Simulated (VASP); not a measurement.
# Ru (P6_3/mmc) in VASP: notebook, part 2 of 2

VASP 6.6.1.

## 3. Single point, PBEsol

This run uses another cell than the first one, of the same volume but with other edges.

File INCAR:

```
PREC = Accurate ; ENCUT = 520
EDIFF = 1E-6 ; ISMEAR = 0
SIGMA = 0.15 ; LREAL = False
LASPH = True ; NELM = 100
ALGO = Fast ; ISIF = 2
LWAVE = False ; LCHARG = False
GGA = PS ; NBANDS = 21
```

File KPOINTS:

```
Automatic mesh
0
Gamma
  18 18 10
```

File POSCAR:

```
Ru
1.0
    2.8403000000      0.0000000000      0.0000000000
   -1.4201500000      2.4597719544      0.0000000000
    0.0000000000      0.0000000000      4.1503000000
Ru
2
Direct
    0.3333333333      0.6666666667      0.2500000000
    0.6666666667      0.3333333333      0.7500000000
```

Potentials or basis: VASP PAW PBE potentials, release 64 (Ru_pv).

Run with:

```console
> cat potpaw_PBE.64/Ru_pv/POTCAR > POTCAR
> mpirun -np 1 vasp_std > vasp.out
```

OUTCAR:

```text
PREC = Accurate
   ENCUT = 520
   EDIFF = 1E-6
   ISMEAR = 0
   LREAL = False
   LASPH = True
   NELM = 100
   ISIF = 2
   GGA = PS

 ion  position               nearest neighbor table
   1  0.333  0.667  0.250-   2 2.64   2 2.64   2 2.64   2 2.64   2 2.64   2 2.64
   2  0.667  0.333  0.750-   1 2.64   1 2.64   1 2.64   1 2.64   1 2.64   1 2.64

  LATTYP: Found a hexagonal cell.
 ALAT       =     2.8403000000
 C/A-ratio  =     1.4612188853

  Lattice vectors:

 A1 = (   2.8403000000,   0.0000000000,   0.0000000000)
 A2 = (  -1.4201500000,   2.4597719544,   0.0000000000)
 A3 = (   0.0000000000,   0.0000000000,   4.1503000000)

Analysis of symmetry for initial positions (statically):
=====================================================================
 Subroutine PRICEL returns:
 Original cell was already a primitive cell.

 Routine SETGRP: Setting up the symmetry group for a
 hexagonal supercell.

 Subroutine GETGRP returns: Found 24 space group operations
 (whereof 12 operations were pure point group operations)
 out of a pool of 24 trial point group operations.

The static configuration has the point symmetry D_3d.
 The point group associated with its full space group is D_6h.

Analysis of symmetry for dynamics (positions and initial velocities):
=====================================================================
 Subroutine PRICEL returns:
 Original cell was already a primitive cell.

 Routine SETGRP: Setting up the symmetry group for a
 hexagonal supercell.

 Subroutine GETGRP returns: Found 24 space group operations
 (whereof 12 operations were pure point group operations)
 out of a pool of 24 trial point group operations.

The dynamic configuration has the point symmetry D_3d.
 The point group associated with its full space group is D_6h.

 Subroutine INISYM returns: Found 24 space group operations
 (whereof 12 operations are pure point group operations),
 and found     1 'primitive' translations

----------------------------------------------------------------------------------------

                                     Primitive cell

  volume of cell :      28.9960

  direct lattice vectors                    reciprocal lattice vectors
     2.840300000  0.000000000  0.000000000     0.352075485  0.203270876  0.000000000
    -1.420150000  2.459771954  0.000000000     0.000000000  0.406541752  0.000000000
     0.000000000  0.000000000  4.150300000     0.000000000  0.000000000  0.240946438

  length of vectors
     2.840300000  2.840300000  4.150300000     0.406541752  0.406541752  0.240946438

  position of ions in fractional coordinates (direct lattice)
     0.333333333  0.666666667  0.250000000
     0.666666667  0.333333333  0.750000000

  ion indices of the primitive-cell ions
   primitive index   ion index
                 1           1
                 2           2

----------------------------------------------------------------------------------------

 KPOINTS: Automatic mesh

Automatic generation of k-mesh.
 Grid dimensions read from file:
 generate k-points for:   18   18   10

 Generating k-lattice:

  Cartesian coordinates                     Fractional coordinates (reciprocal lattice)
     0.019559749  0.011292826  0.000000000     0.055555556  0.000000000  0.000000000
     0.000000000  0.022585653  0.000000000     0.000000000  0.055555556  0.000000000
     0.000000000  0.000000000  0.024094644     0.000000000  0.000000000  0.100000000

  Length of vectors
     0.022585653  0.022585653  0.024094644

  Shift w.r.t. Gamma in fractional coordinates (k-lattice)
     0.000000000  0.000000000  0.000000000

 Subroutine IBZKPT returns following result:
 ===========================================

 Found    222 irreducible k-points:

 Following reciprocal coordinates:
            Coordinates               Weight
  0.000000  0.000000  0.000000      1.000000
  0.055556 -0.000000  0.000000      6.000000
  0.111111 -0.000000  0.000000      6.000000
  0.166667  0.000000  0.000000      6.000000
  0.222222 -0.000000  0.000000      6.000000
  0.277778  0.000000  0.000000      6.000000
[... 16 lines left out ...]
  0.333333  0.111111  0.000000     12.000000
  0.388889  0.111111  0.000000     12.000000
 [... further k-points ...]
   k-points           NKPTS =    222   k-points in BZ     NKDIM =    222   number of bands    NBANDS=     21
   number of dos      NEDOS =    301   number of ions     NIONS =      2
   total plane-waves  NPLWV =  18432
   dimension x,y,z NGX =    24 NGY =   24 NGZ =   32
   dimension x,y,z NGXF=    48 NGYF=   48 NGZF=   64
   ions per type =               2
   NGX,Y,Z   is equivalent  to a cutoff of  14.05, 14.05, 12.82 a.u.
   NGXF,Y,Z  is equivalent  to a cutoff of  28.09, 28.09, 25.64 a.u.
 SYSTEM =  unknown system
   PREC   = accura    normal or accurate (medium, high low for compatibility)
   ISTART =      0    job   : 0-new  1-cont  2-samecut
   ICHARG =      2    charge: 1-file 2-atom 10-const
   ISPIN  =      1    spin polarized calculation?
   LNONCOLLINEAR =      F non collinear calculations
   LSORBIT =      F    spin-orbit coupling
   LASPH  =      T    aspherical Exc in radial PAW
   ENCUT  =  520.0 eV  38.22 Ry    6.18 a.u.   5.28  5.28  7.72*2*pi/ulx,y,z
   NELM   =    100;   NELMIN=  2; NELMDL= -5     # of ELM steps
   EDIFF  = 0.1E-05   stopping-criterion for ELM
   LREAL  =      F    real-space projection
   EDIFFG = 0.1E-04   stopping-criterion for IOM
   NSW    =      0    number of steps for IOM
   IBRION =     -1    ionic relax: 0-MD 1-quasi-New 2-CG
   NFREE  =      0    steps in history (QN), initial steepest desc. (CG)
   ISIF   =      2    stress and relaxation
   ISYM   =      2    0-nonsym 1-usesym 2-fastsym
   POTIM  = 0.5000    time-step for ionic-motion
   TEBEG  =    0.0;   TEEND  =   0.0 temperature during run
   PSTRESS=    0.0 pullay stress
   NELECT =      28.0000    total number of electrons
   NUPDOWN=      -1.0000    fix difference up-down
   EMIN   =  10.00;   EMAX   =-10.00  energy-range for DOS
   EFERMI =   0.00;   METHOD = LEGACY
   ISMEAR =     0;   SIGMA  =   0.15  broadening in eV -4-tet -1-fermi 0-gaus
   EFERMI_NEDOS =   21; number of points for ismear=-14 and -15
   IALGO  =     68    algorithm
   IMIX   =      4    mixing-type and parameters
     AMIX     =   0.40;   BMIX     =  1.00
     AMIX_MAG =   1.60;   BMIX_MAG =  1.00
  volume/ion in A,a.u.               =      14.50        97.84
  Fermi-wavevector in a.u.,A,eV,Ry     =   1.618135  3.057831 35.624947  2.618360
  Thomas-Fermi vector in A             =   2.712447
   LORBIT       =      0    0 simple, 1 ext, 2 COOP (PROOUT), +10 PAW based schemes
   GGA     = PS    functional components
   LHFCALC =     F    Hartree Fock is set to
   AEXX    =    0.0000 exact exchange contribution
   IVDW    =     0    specifies the selected vdW correction
   LEPSILON=     F    determine dielectric tensor
   LRPA    =     F    only Hartree local field effects (RPA)
 non-spin polarized calculation
 RMM-DIIS sequential band-by-band and
 Gauss-broadening in eV      SIGMA  =   0.15
  energy-cutoff  :      520.00
  volume of cell :       29.00
 maximum number of plane-waves:       797
 NGX is ok and might be reduce to    24

 number of electron      28.0000003 magnetization

 Free energy of the ion-electron system (eV)
  ---------------------------------------------------
  ext. energy  EPLUGINS =         0.00000000
  ---------------------------------------------------
  free energy    TOTEN  =       -20.04591527 eV

  energy without entropy =      -20.02330731  energy(sigma->0) =      -20.03461129

 E-fermi :  11.5716     XC(G=0): -13.8674

 val. band max:       11.5715102784   @ k =   0.3333   0.0000   0.2000
 cond. band min:      11.5766350736   @ k =   0.3333   0.3333   0.3000
 fundamental gap:      0.0051247952
 Fermi energy:        11.5715963159

 k-point     1 :       0.0000    0.0000    0.0000
  band No.  band energies     occupation
      1     -31.9257      2.00000
      2     -31.1543      2.00000
      3     -31.1543      2.00000
      4     -30.9464      2.00000
      5     -30.9464      2.00000
      6     -30.8449      2.00000
[... 13 lines left out ...]
     20      21.9226      0.00000
     21      22.1778      0.00000

 k-point     2 :       0.0556   -0.0000    0.0000
  band No.  band energies     occupation
      1     -31.9168      2.00000
      2     -31.1678      2.00000
      3     -31.1600      2.00000
      4     -30.9613      2.00000
      5     -30.9474      2.00000
      6     -30.8507      2.00000
[... 520 lines left out ...]
 k-point    24 :       0.3889    0.1111    0.0000
  band No.  band energies     occupation
      1     -31.5853      2.00000
      2     -31.5117      2.00000
      3     -31.3925      2.00000
      4     -31.3294      2.00000
      5     -31.1561      2.00000
      6     -31.0311      2.00000
[... 13 lines left out ...]
     20      22.4141      0.00000
     21      23.6589      0.00000

 [... further k-points ...]
[... 5 lines left out ...]
  --------------------------------------------------------------------------------------
  -------------------------------------------------------------------------------------
  Total       -5.3737751     -5.3737751     -0.8424504      0.0000000      0.0000000      0.0000000
  in kB     -296.9282497   -296.9282497    -46.5496466      0.0000000      0.0000000      0.0000000
  external PRESSURE =    -213.4687153 kB  Pullay stress =       0.0000000 kB

 VOLUME and BASIS-vectors are now :
 -----------------------------------------------------------------------------
  energy-cutoff  :      520.00
  volume of cell :       29.00
      direct lattice vectors                 reciprocal lattice vectors
     2.840300000  0.000000000  0.000000000     0.352075485  0.203270876  0.000000000
    -1.420150000  2.459771954  0.000000000     0.000000000  0.406541752  0.000000000
     0.000000000  0.000000000  4.150300000     0.000000000  0.000000000  0.240946438

 POSITION                                       TOTAL-FORCE (eV/Angst)
 -----------------------------------------------------------------------------------
     -0.00000      1.63985      1.03757        -0.000000      0.000000      0.000000
      1.42015      0.81992      3.11272         0.000000      0.000000      0.000000
 -----------------------------------------------------------------------------------
    total drift:                               -0.000000      0.000000     -0.000000

  FREE ENERGIE OF THE ION-ELECTRON SYSTEM (eV)
  ---------------------------------------------------
  free  energy   TOTEN  =       -20.0459152745 eV

  energy  without entropy=      -20.0233073101  energy(sigma->0) =      -20.03461129
```

Run time: 40 s. Hardware: 1 thread of Intel Xeon 6975P-C (Granite Rapids), shared host; peak memory 0.22 GiB.

Results:

* Free energy: -20.0459 eV
* Pressure: -21.3 GPa
* Band gap on the k mesh: zero (band 14 reaches 12.71 eV, above the bottom of band 15 at 10.00 eV)

Stress tensor (GPa, compression positive):
```
-29.69   0.00   0.00
  0.00 -29.69   0.00
  0.00   0.00  -4.65
```

Caveat: the PAW data sets were made with another functional, which shifts forces and pressure a little.

## 4. Single point, PBEsol

This run uses another cell than the first one, of 14.68 Å³/atom, 1.011 times its volume.

File INCAR:

```
  PREC = Accurate
  ENCUT = 520
  EDIFF = 1E-7
  ISMEAR = 0
  SIGMA = 0.15
  LREAL = F
  LASPH = T
  NELM = 60
  ALGO = Fast
  ISIF = 2
  LWAVE = F
  LCHARG = T
  GGA = PS
  LELF = T
  LVHAR = T
  NBANDS = 21
```

File KPOINTS:

```
regular mesh
0
Gamma
  18 18 10
```

File POSCAR:

```
Ru
1.0
    2.7273000000      0.0000000000      0.0000000000
   -1.3636500000      2.3619110838      0.0000000000
    0.0000000000      0.0000000000      4.5586000000
Ru
2
Direct
    0.3333333333      0.6666666667      0.2500000000
    0.6666666667      0.3333333333      0.7500000000
```

Potentials or basis: VASP PAW PBE potentials, release 64 (Ru_pv).

Run with:

```console
> cat potpaw_PBE.64/Ru_pv/POTCAR > POTCAR
> mpirun -np 1 vasp_std > vasp.out
```

OUTCAR:

```text
PREC = Accurate
   ENCUT = 520
   EDIFF = 1E-7
   ISMEAR = 0
   LREAL = F
   LASPH = T
   NELM = 60
   ISIF = 2
   GGA = PS

 ion  position               nearest neighbor table
   1  0.333  0.667  0.250-   2 2.77   2 2.77   2 2.77   2 2.77   2 2.77   2 2.77
   2  0.667  0.333  0.750-   1 2.77   1 2.77   1 2.77   1 2.77   1 2.77   1 2.77

  LATTYP: Found a hexagonal cell.
 ALAT       =     2.7273000000
 C/A-ratio  =     1.6714699520

  Lattice vectors:

 A1 = (   2.7273000000,   0.0000000000,   0.0000000000)
 A2 = (  -1.3636500000,   2.3619110838,   0.0000000000)
 A3 = (   0.0000000000,   0.0000000000,   4.5586000000)

Analysis of symmetry for initial positions (statically):
=====================================================================
 Subroutine PRICEL returns:
 Original cell was already a primitive cell.

 Routine SETGRP: Setting up the symmetry group for a
 hexagonal supercell.

 Subroutine GETGRP returns: Found 24 space group operations
 (whereof 12 operations were pure point group operations)
 out of a pool of 24 trial point group operations.
[... 154 lines left out ...]
   NGX = 11   NGY = 11   NGZ = 17

 number of electron      28.0000007 magnetization

 Free energy of the ion-electron system (eV)
  ---------------------------------------------------
  ext. energy  EPLUGINS =         0.00000000
  ---------------------------------------------------
  free energy    TOTEN  =       -20.02366610 eV

  energy without entropy =      -20.00568513  energy(sigma->0) =      -20.01467561

 E-fermi :  11.3212     XC(G=0): -13.8009

 val. band max:       11.3181525164   @ k =   0.2778   0.2222   0.2000
 cond. band min:      11.3234228645   @ k =   0.1667  -0.0000   0.4000
 fundamental gap:      0.0052703482
 Fermi energy:        11.3212472683

 k-point     1 :       0.0000    0.0000    0.0000
  band No.  band energies     occupation
      1     -31.9376      2.00000
      2     -31.2195      2.00000
      3     -31.2195      2.00000
      4     -31.1607      2.00000
      5     -31.1208      2.00000
      6     -31.1208      2.00000
[... 565 lines left out ...]
     20      22.1071      0.00000
     21      23.2850      0.00000

 [... further k-points ...]
[... 5 lines left out ...]
  --------------------------------------------------------------------------------------
  -------------------------------------------------------------------------------------
  Total       -3.5307207     -3.5307207     -7.4431279      0.0000000      0.0000000     -0.0000000
  in kB     -192.6397930   -192.6397930   -406.1047969      0.0000000      0.0000000     -0.0000000
  external PRESSURE =    -263.7947943 kB  Pullay stress =       0.0000000 kB

 VOLUME and BASIS-vectors are now :
 -----------------------------------------------------------------------------
  energy-cutoff  :      520.00
  volume of cell :       29.36
      direct lattice vectors                 reciprocal lattice vectors
     2.727300000  0.000000000  0.000000000     0.366663000  0.211692982  0.000000000
    -1.363650000  2.361911084  0.000000000     0.000000000  0.423385964  0.000000000
     0.000000000  0.000000000  4.558600000     0.000000000  0.000000000  0.219365595

 POSITION                                       TOTAL-FORCE (eV/Angst)
 -----------------------------------------------------------------------------------
     -0.00000      1.57461      1.13965        -0.000000     -0.000000      0.000000
      1.36365      0.78730      3.41895         0.000000      0.000000      0.000000
 -----------------------------------------------------------------------------------
    total drift:                               -0.000000      0.000000     -0.000000

  FREE ENERGIE OF THE ION-ELECTRON SYSTEM (eV)
  ---------------------------------------------------
  free  energy   TOTEN  =       -20.0236660994 eV

  energy  without entropy=      -20.0056851288  energy(sigma->0) =      -20.01467561
```

OSZICAR:

```text
N       E                     dE             d eps       ncg     rms          rms(c)
DAV:   1     0.282604135083E+03    0.28260E+03   -0.17516E+04  9356   0.146E+03
DAV:   2    -0.160422639895E+02   -0.29865E+03   -0.28981E+03  9559   0.439E+02
DAV:   3    -0.216781807423E+02   -0.56359E+01   -0.55942E+01 10899   0.672E+01
DAV:   4    -0.217212567955E+02   -0.43076E-01   -0.43027E-01 11917   0.558E+00
DAV:   5    -0.217218478210E+02   -0.59103E-03   -0.58765E-03 10576   0.565E-01    0.162E+01
RMM:   6    -0.201042837597E+02    0.16176E+01   -0.37686E+00  9538   0.158E+01    0.330E+00
RMM:   7    -0.200324799221E+02    0.71804E-01   -0.35529E-01 10199   0.418E+00    0.740E-01
RMM:   8    -0.200251283344E+02    0.73516E-02   -0.20764E-02 10543   0.139E+00    0.389E-01
RMM:   9    -0.200236269112E+02    0.15014E-02   -0.26599E-03 10676   0.460E-01    0.477E-02
RMM:  10    -0.200236624672E+02   -0.35556E-04   -0.39087E-04 10991   0.178E-01    0.150E-02
RMM:  11    -0.200236668253E+02   -0.43582E-05   -0.63600E-05 11766   0.473E-02    0.706E-03
RMM:  12    -0.200236659531E+02    0.87227E-06   -0.90165E-06 12165   0.173E-02    0.381E-03
RMM:  13    -0.200236661410E+02   -0.18800E-06   -0.13246E-06 11189   0.826E-03    0.794E-04
RMM:  14    -0.200236660994E+02    0.41634E-07   -0.23006E-07  8403   0.311E-03
   1 F= -.20023666E+02 E0= -.20014676E+02  d E =-.179810E-01
```

stdout:

```text
POSCAR found type information on POSCAR Ru
 POSCAR found :  1 types and       2 ions
 scaLAPACK will be used
 -----------------------------------------------------------------------------
|                                                                             |
|                                                                             |
|     You enforced a specific xc type in the INCAR file but a different       |
|     I HOPE YOU KNOW WHAT YOU ARE DOING!                                     |
|                                                                             |
 -----------------------------------------------------------------------------

 LDA part: xc-table for (Slater+PW92), standard interpolation
 POSCAR, INCAR and KPOINTS ok, starting setup
 FFT: planning ... GRIDC
 FFT: planning ... GRID_SOFT
 FFT: planning ... GRID
 WAVECAR not read
 entering main loop
WARNING in EDDRMM: call to ZHEGV failed, returncode =   8  4     19
```

Run time: 50 s. Hardware: 1 thread of Intel Xeon 6975P-C (Granite Rapids), shared host; peak memory 0.22 GiB.

What came out:

```yaml
Free_energy: -20.0237 eV
Pressure: -26.4 GPa
Band_gap_on_the_k_mesh: zero (band 14 reaches 12.81 eV, above the bottom of band 15 at 10.15 eV)
```

Stress tensor (GPa, compression positive):
```
-19.26   0.00   0.00
  0.00 -19.26   0.00
  0.00   0.00 -40.61
```

Caveat: the PAW data sets were made with another functional, which shifts forces and pressure a little.

## 5. The runs side by side

| cell | further INCAR settings | gap on the mesh (eV) | pressure (GPa) |
| --- | --- | --- | --- |
| a = 2.878, b = 2.878, c = 4.048 Å, angles 90.0, 90.0, 120.0°, 2 atoms | ALGO = Fast; EDIFF = 1e-07; NBANDS = 21 | none | -19.1 |
| a = 2.840, b = 2.840, c = 4.150 Å, angles 90.0, 90.0, 120.0°, 2 atoms | ALGO = Fast; EDIFF = 1e-06; NBANDS = 21 | none | -21.3 |
| a = 2.727, b = 2.727, c = 4.559 Å, angles 90.0, 90.0, 120.0°, 2 atoms | ALGO = Fast; EDIFF = 1e-07; NBANDS = 21 | none | -26.4 |

Alike in all rows: task single point; level PBEsol; potentials or basis VASP PAW PBE potentials, release 64 (Ru_pv); no spin polarisation; k mesh 18 × 18 × 10; cutoff (eV) 520; smearing gaussian 0.15 eV.

Caveats: the PAW data sets were made with another functional, which shifts forces and pressure a little.

Total energies depend on the potentials used, so only differences within one code and one set of settings carry meaning.
